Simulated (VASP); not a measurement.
# KBr (I-4m2) in VASP: further runs

The runs below take KBr through single point, with PBE.

All numbers are computed with VASP 6.6.1; they aren't measurements. Logs are shortened: lines on timing, memory, paths and dates and some standing lists are left out, and cuts for length are marked.

### 1 The cell of the first run

The structure is tetragonal, space group I-4m2 (No. 119). Conventional cell: a = 5.346 Å, b = 5.346 Å, c = 6.988 Å, α = 90.00°, β = 90.00°, γ = 90.00°. Within 4.2 Å of K (site symmetry -4m2) lie 4 Br at 3.19 Å. Within 4.2 Å of Br (site symmetry -4m2) lie 4 K at 3.19 Å.

### 2 Single point, PBE (epitaxial xy strain +2.5%)

Input file INCAR:

```
ALGO     = Normal         # electronic algorithm
EDIFF    = 1E-7           # SCF threshold, eV
ENCUT    = 520            # plane-wave cutoff, eV
GGA      = PE             # functional
ISIF     = 2              # what is computed and relaxed
ISMEAR   = 0              # smearing method
LASPH    = T              # aspherical terms in the spheres
LCHARG   = F              # write CHGCAR
LREAL    = F              # projectors in reciprocal space
LWAVE    = F              # write WAVECAR
NBANDS   = 15             # bands
NELM     = 100            # most SCF steps
PREC     = Accurate       # precision mode
SIGMA    = 0.01           # smearing width, eV
```

Input file KPOINTS:

```
k-points
0
Gamma
  4 4 4
```

Input file POSCAR:

```
KBr
1.0
    0.0000000000      3.7805067765      3.4939996362
    3.7805067765      0.0000000000      3.4939996362
    3.7805067765      3.7805067765      0.0000000000
K Br
1 1
Direct
    0.0000000000      0.0000000000      0.0000000000
    0.2500000000      0.2500000000      0.2500000000
```

Potentials or basis: VASP PAW PBE potentials, release 64 (K_sv, Br).

Command:

```
$ cat potpaw_PBE.64/K_sv/POTCAR potpaw_PBE.64/Br/POTCAR > POTCAR
$ mpirun -np 1 vasp_std > vasp.out
```

OUTCAR:

```text
EDIFF = 1E-7
   ENCUT = 520
   GGA = PE
   ISIF = 2
   ISMEAR = 0
   LASPH = T
   LREAL = F
   NELM = 100
   PREC = Accurate

 ion  position               nearest neighbor table
   1  0.000  0.000  0.000-   2 3.19   2 3.19   2 3.19   2 3.19
   2  0.250  0.250  0.250-   1 3.19   1 3.19   1 3.19   1 3.19

  LATTYP: Found a body centered tetragonal cell.
 ALAT       =     5.3464439560
 C/A-ratio  =     1.3070368510

  Lattice vectors:

 A1 = (   0.0000000000,  -3.7805067765,  -3.4939996362)
 A2 = (   0.0000000000,   3.7805067765,  -3.4939996362)
 A3 = (   3.7805067765,   0.0000000000,   3.4939996362)

Analysis of symmetry for initial positions (statically):
=====================================================================
 Subroutine PRICEL returns:
 Original cell was already a primitive cell.

 Routine SETGRP: Setting up the symmetry group for a
 body centered tetragonal supercell.

 Subroutine GETGRP returns: Found  8 space group operations
 (whereof  8 operations were pure point group operations)
 out of a pool of 16 trial point group operations.

The static configuration has the point symmetry D_2d.

Analysis of symmetry for dynamics (positions and initial velocities):
=====================================================================
 Subroutine PRICEL returns:
 Original cell was already a primitive cell.

 Routine SETGRP: Setting up the symmetry group for a
 body centered tetragonal supercell.

 Subroutine GETGRP returns: Found  8 space group operations
 (whereof  8 operations were pure point group operations)
 out of a pool of 16 trial point group operations.

The dynamic configuration has the point symmetry D_2d.

 Subroutine INISYM returns: Found  8 space group operations
 (whereof  8 operations are pure point group operations),
 and found     1 'primitive' translations

----------------------------------------------------------------------------------------

                                     Primitive cell

  volume of cell :      99.8741

  direct lattice vectors                    reciprocal lattice vectors
     0.000000000  3.780506777  3.493999636    -0.132257401  0.132257401  0.143102476
     3.780506777  0.000000000  3.493999636     0.132257401 -0.132257401  0.143102476
     3.780506777  3.780506777  0.000000000     0.132257401  0.132257401 -0.143102476

  length of vectors
     5.147840804  5.147840804  5.346443956     0.235504477  0.235504477  0.235504477

  position of ions in fractional coordinates (direct lattice)
     0.000000000  0.000000000  0.000000000
     0.250000000  0.250000000  0.250000000

  ion indices of the primitive-cell ions
   primitive index   ion index
                 1           1
                 2           2

----------------------------------------------------------------------------------------

 KPOINTS: k-points

Automatic generation of k-mesh.
 Grid dimensions read from file:
 generate k-points for:    4    4    4

 Generating k-lattice:

  Cartesian coordinates                     Fractional coordinates (reciprocal lattice)
    -0.033064350  0.033064350  0.035775619     0.250000000 -0.000000000  0.000000000
     0.033064350 -0.033064350  0.035775619    -0.000000000  0.250000000  0.000000000
     0.033064350  0.033064350 -0.035775619     0.000000000  0.000000000  0.250000000

  Length of vectors
     0.058876119  0.058876119  0.058876119

  Shift w.r.t. Gamma in fractional coordinates (k-lattice)
     0.000000000  0.000000000  0.000000000

 Subroutine IBZKPT returns following result:
 ===========================================

 Found     13 irreducible k-points:

 Following reciprocal coordinates:
            Coordinates               Weight
  0.000000  0.000000  0.000000      1.000000
  0.250000  0.000000  0.000000      8.000000
  0.500000  0.000000  0.000000      4.000000
  0.250000  0.250000  0.000000      2.000000
  0.500000  0.250000  0.000000      8.000000
 -0.250000  0.250000  0.000000      4.000000
  0.500000  0.500000  0.000000      1.000000
  0.250000  0.000000  0.250000      4.000000
  0.500000  0.000000  0.250000     16.000000
 -0.250000 -0.000000  0.250000      8.000000
 -0.250000  0.500000  0.250000      4.000000
  0.500000  0.000000  0.500000      2.000000
 -0.250000  0.250000  0.500000      2.000000
   k-points           NKPTS =     13   k-points in BZ     NKDIM =     13   number of bands    NBANDS=     15
   number of dos      NEDOS =    301   number of ions     NIONS =      2
   total plane-waves  NPLWV =  64000
   dimension x,y,z NGX =    40 NGY =   40 NGZ =   40
   dimension x,y,z NGXF=    80 NGYF=   80 NGZF=   80
   ions per type =               1   1
   NGX,Y,Z   is equivalent  to a cutoff of  12.92, 12.92, 12.44 a.u.
   NGXF,Y,Z  is equivalent  to a cutoff of  25.84, 25.84, 24.88 a.u.
 SYSTEM =  unknown system
   PREC   = accura    normal or accurate (medium, high low for compatibility)
   ISTART =      0    job   : 0-new  1-cont  2-samecut
   ICHARG =      2    charge: 1-file 2-atom 10-const
   ISPIN  =      1    spin polarized calculation?
   LNONCOLLINEAR =      F non collinear calculations
   LSORBIT =      F    spin-orbit coupling
   LASPH  =      T    aspherical Exc in radial PAW
   ENCUT  =  520.0 eV  38.22 Ry    6.18 a.u.   9.57  9.57  9.94*2*pi/ulx,y,z
   NELM   =    100;   NELMIN=  2; NELMDL= -5     # of ELM steps
   EDIFF  = 0.1E-06   stopping-criterion for ELM
   LREAL  =      F    real-space projection
   EDIFFG = 0.1E-05   stopping-criterion for IOM
   NSW    =      0    number of steps for IOM
   IBRION =     -1    ionic relax: 0-MD 1-quasi-New 2-CG
   NFREE  =      0    steps in history (QN), initial steepest desc. (CG)
   ISIF   =      2    stress and relaxation
   ISYM   =      2    0-nonsym 1-usesym 2-fastsym
   POTIM  = 0.5000    time-step for ionic-motion
   TEBEG  =    0.0;   TEEND  =   0.0 temperature during run
   PSTRESS=    0.0 pullay stress
   NELECT =      16.0000    total number of electrons
   NUPDOWN=      -1.0000    fix difference up-down
   EMIN   =  10.00;   EMAX   =-10.00  energy-range for DOS
   EFERMI =   0.00;   METHOD = LEGACY
   ISMEAR =     0;   SIGMA  =   0.01  broadening in eV -4-tet -1-fermi 0-gaus
   EFERMI_NEDOS =   21; number of points for ismear=-14 and -15
   IALGO  =     38    algorithm
   IMIX   =      4    mixing-type and parameters
     AMIX     =   0.40;   BMIX     =  1.00
     AMIX_MAG =   1.60;   BMIX_MAG =  1.00
  volume/ion in A,a.u.               =      49.94       336.99
  Fermi-wavevector in a.u.,A,eV,Ry     =   0.889127  1.680207 10.756046  0.790547
  Thomas-Fermi vector in A             =   2.010647
   LORBIT       =      0    0 simple, 1 ext, 2 COOP (PROOUT), +10 PAW based schemes
   GGA     = PE    functional components
   LHFCALC =     F    Hartree Fock is set to
   AEXX    =    0.0000 exact exchange contribution
   IVDW    =     0    specifies the selected vdW correction
   LEPSILON=     F    determine dielectric tensor
   LRPA    =     F    only Hartree local field effects (RPA)
 non-spin polarized calculation
 Gauss-broadening in eV      SIGMA  =   0.01
  energy-cutoff  :      520.00
  volume of cell :       99.87
 maximum number of plane-waves:      2712
 NGX is ok and might be reduce to    40
   NGX = 19   NGY = 19   NGZ = 19

 number of electron      15.9999998 magnetization

 Free energy of the ion-electron system (eV)
  ---------------------------------------------------
  ext. energy  EPLUGINS =         0.00000000
  ---------------------------------------------------
  free energy    TOTEN  =        -6.03394085 eV

  energy without entropy =       -6.03394085  energy(sigma->0) =       -6.03394085

 E-fermi :  -3.0310     XC(G=0):  -5.9630

 val. band max:       -3.0846367696   @ k =   0.5000   0.0000   0.0000
 cond. band min:       1.1639439372   @ k =   0.0000   0.0000   0.0000
 fundamental gap:      4.2485807069
 Fermi energy:        -3.0310365320

 k-point     1 :       0.0000    0.0000    0.0000
  band No.  band energies     occupation
      1     -30.9035      2.00000
      2     -14.9928      2.00000
      3     -14.4070      2.00000
      4     -14.3978      2.00000
      5     -14.3978      2.00000
      6      -3.1390      2.00000
      7      -3.1390      2.00000
      8      -3.1079      2.00000
      9       1.1639      0.00000
     10       5.2486      0.00000
     11       5.7317      0.00000
     12       6.4056      0.00000
     13       6.4056      0.00000
     14       6.6693      0.00000
     15       7.0838      0.00000

 k-point     2 :       0.2500    0.0000    0.0000
  band No.  band energies     occupation
      1     -30.9028      2.00000
      2     -15.1040      2.00000
      3     -14.4069      2.00000
      4     -14.4019      2.00000
      5     -14.2765      2.00000
      6      -3.3498      2.00000
      7      -3.1443      2.00000
      8      -3.1003      2.00000
      9       2.0516      0.00000
     10       4.9790      0.00000
     11       5.2406      0.00000
     12       5.5510      0.00000
     13       6.3735      0.00000
     14       6.8755      0.00000
     15       6.8995      0.00000

 k-point     3 :       0.5000    0.0000    0.0000
  band No.  band energies     occupation
      1     -30.9020      2.00000
      2     -15.1878      2.00000
      3     -14.4094      2.00000
      4     -14.4060      2.00000
      5     -14.1805      2.00000
      6      -3.5142      2.00000
      7      -3.1503      2.00000
      8      -3.0846      2.00000
      9       3.4120      0.00000
     10       3.8804      0.00000
     11       4.9388      0.00000
     12       5.2722      0.00000
     13       6.3749      0.00000
     14       6.6269      0.00000
     15       7.0402      0.00000

 k-point     4 :       0.2500    0.2500    0.0000
  band No.  band energies     occupation
      1     -30.9024      2.00000
      2     -15.1205      2.00000
      3     -14.4071      2.00000
      4     -14.4071      2.00000
      5     -14.2566      2.00000
      6      -3.3656      2.00000
      7      -3.1606      2.00000
      8      -3.1606      2.00000
      9       2.4322      0.00000
     10       4.4105      0.00000
     11       5.7732      0.00000
     12       5.8071      0.00000
     13       6.6109      0.00000
     14       6.6109      0.00000
     15       7.2313      0.00000
[... 109 lines left out ...]
 k-point    11 :      -0.2500    0.5000    0.2500
  band No.  band energies     occupation
      1     -30.9015      2.00000
      2     -15.2263      2.00000
      3     -14.4263      2.00000
      4     -14.4128      2.00000
      5     -14.1164      2.00000
      6      -3.3968      2.00000
      7      -3.3042      2.00000
      8      -3.1528      2.00000
      9       3.2032      0.00000
     10       4.0686      0.00000
     11       5.6114      0.00000
     12       5.7950      0.00000
     13       6.2387      0.00000
     14       6.5799      0.00000
     15       7.1928      0.00000

 k-point    12 :       0.5000    0.0000    0.5000
  band No.  band energies     occupation
      1     -30.9016      2.00000
      2     -15.2434      2.00000
      3     -14.4240      2.00000
      4     -14.4089      2.00000
      5     -14.0988      2.00000
      6      -3.5750      2.00000
      7      -3.1171      2.00000
      8      -3.1096      2.00000
      9       2.9224      0.00000
     10       4.0450      0.00000
     11       5.7023      0.00000
     12       6.2581      0.00000
     13       6.3206      0.00000
     14       6.4644      0.00000
     15       6.8030      0.00000

 k-point    13 :      -0.2500    0.2500    0.5000
  band No.  band energies     occupation
      1     -30.9016      2.00000
      2     -15.2408      2.00000
      3     -14.4244      2.00000
      4     -14.4167      2.00000
      5     -14.0939      2.00000
      6      -3.3720      2.00000
      7      -3.3291      2.00000
      8      -3.1262      2.00000
      9       3.2716      0.00000
     10       4.0422      0.00000
     11       5.5813      0.00000
     12       5.8483      0.00000
     13       6.0894      0.00000
     14       6.3527      0.00000
     15       7.2643      0.00000

------------------------ aborting loop because EDIFF is reached ----------------------------------------

  FORCE on cell =-STRESS in cart. coord.  units (eV):
  Direction    XX          YY          ZZ          XY          YZ          ZX
  --------------------------------------------------------------------------------------
  -------------------------------------------------------------------------------------
  Total        0.1837880      0.1837880      0.1749281      0.0000000     -0.0000000      0.0000000
  in kB        2.9483207      2.9483207      2.8061907      0.0000000     -0.0000000      0.0000000
  external PRESSURE =       2.9009440 kB  Pullay stress =       0.0000000 kB

 VOLUME and BASIS-vectors are now :
 -----------------------------------------------------------------------------
  energy-cutoff  :      520.00
  volume of cell :       99.87
      direct lattice vectors                 reciprocal lattice vectors
     0.000000000  3.780506777  3.493999636    -0.132257401  0.132257401  0.143102476
     3.780506777  0.000000000  3.493999636     0.132257401 -0.132257401  0.143102476
     3.780506777  3.780506777  0.000000000     0.132257401  0.132257401 -0.143102476

 POSITION                                       TOTAL-FORCE (eV/Angst)
 -----------------------------------------------------------------------------------
      0.00000      0.00000      0.00000        -0.000000     -0.000000     -0.000000
      1.89025      1.89025      1.74700         0.000000      0.000000      0.000000
 -----------------------------------------------------------------------------------
    total drift:                               -0.000000     -0.000000     -0.000000

  FREE ENERGIE OF THE ION-ELECTRON SYSTEM (eV)
  ---------------------------------------------------
  free  energy   TOTEN  =        -6.0339408531 eV

  energy  without entropy=       -6.0339408531  energy(sigma->0) =       -6.03394085
```

Wall time 20 s (1 thread of Intel Xeon Platinum 8375C at 2.90GHz (Ice Lake), shared host); peak memory 0.23 GiB.

Results:

| Property | Result |
| --- | --- |
| Free energy | -6.0339 eV |
| Pressure | 0.3 GPa |
| Band gap on the k mesh | 4.25 eV (least direct gap 4.27 eV) |

Levels at points of the mesh, in eV from the valence-band top:
```csv
k point,band 6,band 7,band 8,band 9,band 10,band 11
"(0.00, 0.00, 0.00)",-0.05,-0.05,-0.02,4.25,8.33,8.82
"(0.50, 0.00, 0.00)",-0.43,-0.07,0.00,6.50,6.96,8.02
"(0.50, 0.50, 0.00)",-0.43,-0.09,-0.09,6.13,7.12,9.22
"(0.50, 0.00, 0.50)",-0.49,-0.03,-0.02,6.01,7.13,8.79
```

Caveat: the cell differs from its parent crystal (epitaxial xy strain +2.5%).

### 3 Single point, PBE (epitaxial xy strain -2.0%)

Input file INCAR:

```
SYSTEM = KBr
ALGO = Normal ; EDIFF = 1E-7
ENCUT = 520 ; GGA = PE
ISIF = 2 ; ISMEAR = 0
LASPH = .True. ; LCHARG = .True.
LELF = .True. ; LREAL = .False.
LVHAR = .True. ; LWAVE = .False.
NBANDS = 15 ; NELM = 80
PREC = Accurate ; SIGMA = 0.01
```

Input file KPOINTS:

```
k-points
0
Gamma
  4 4 4
  0 0 0
```

Input file POSCAR:

```
KBr
1.0
    0.0000000000      3.6145333083      3.8232348651
    3.6145333083      0.0000000000      3.8232348651
    3.6145333083      3.6145333083      0.0000000000
K Br
1 1
Direct
    0.0000000000      0.0000000000      0.0000000000
    0.2500000000      0.2500000000      0.2500000000
```

Potentials or basis: VASP PAW PBE potentials, release 64 (K_sv, Br).

Command:

```
$ cat potpaw_PBE.64/K_sv/POTCAR potpaw_PBE.64/Br/POTCAR > POTCAR
$ mpirun -np 1 vasp_std > vasp.out
```

Wall time 22 s (1 thread of Intel Xeon Platinum 8375C at 2.90GHz (Ice Lake), shared host); peak memory 0.24 GiB.

The run converged. Its results:

* Free energy: -6.0336 eV
* Pressure: 0.3 GPa
* Band gap on the k mesh: 4.25 eV (least direct gap 4.29 eV)

Levels at points of the mesh, in eV from the valence-band top:
```
           k point  band 6  band 7  band 8  band 9  band 10  band 11
(0.00, 0.00, 0.00)   -0.06   -0.03   -0.03    4.25     8.40     8.78
(0.50, 0.00, 0.00)   -0.43   -0.06    0.00    6.50     6.96     8.09
(0.50, 0.50, 0.00)   -0.49   -0.01   -0.01    5.99     7.14     8.73
(0.50, 0.00, 0.50)   -0.45   -0.07   -0.06    6.08     7.14     9.03
```

Caveat: the cell differs from its parent crystal (epitaxial xy strain -2.0%). A k mesh can miss the band edges.
